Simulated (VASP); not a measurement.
A run of VASP 6.6.1 is set up as follows.

File INCAR:

```
SYSTEM = NiO
PREC = Accurate
ENCUT = 520
EDIFF = 1E-7
ISMEAR = 0
SIGMA = 0.05
LREAL = .FALSE.
LASPH = .TRUE.
NELM = 150
ALGO = Normal
ISIF = 2
LWAVE = .FALSE.
LCHARG = .FALSE.
ISPIN = 2
MAGMOM = 1.86 -1.86 0 0
LORBIT = 11
LMAXMIX = 4
LDAU = .TRUE.
LDAUTYPE = 2
LDAUL = 2 -1
LDAUU = 6.2 0
LDAUJ = 0 0
LDAUPRINT = 1
GGA = PE
NBANDS = 28
```

File KPOINTS:

```
regular mesh
0
G
  10 10 10
  0 0 0
```

File POSCAR:

```
NiO
1.0
    0.0000000000      2.1345393414      2.1345393414
    2.1345393414      0.0000000000      2.1345393414
    4.2660834841      2.1315441427     -2.1315441427
Ni O
2 2
Direct
    0.0000000000      0.0000000000      0.0000000000
    0.5000000000      0.0000000000      0.5000000000
    0.7500000000      0.4999999999      0.2500000001
    1.2500000000      0.5000000001      0.7499999999
```

Potentials or basis: VASP PAW PBE potentials, release 64 (Ni, O).

Launch:

```console
$ cat potpaw_PBE.64/Ni/POTCAR potpaw_PBE.64/O/POTCAR > POTCAR
$ mpirun -np 1 vasp_std > vasp.out
```

(1) What does it give for the site moments?

(2) Predict the net moment.

(3) Predict the pressure.

(4) Predict the band gap on the k mesh.

Answers

(1) Ni +1.76, -1.76; O +0.00 μB.

(2) 0.00 μB per cell.

(3) -9.7 GPa.

(4) 2.95 eV.

Caveat: the cell stands under tension.
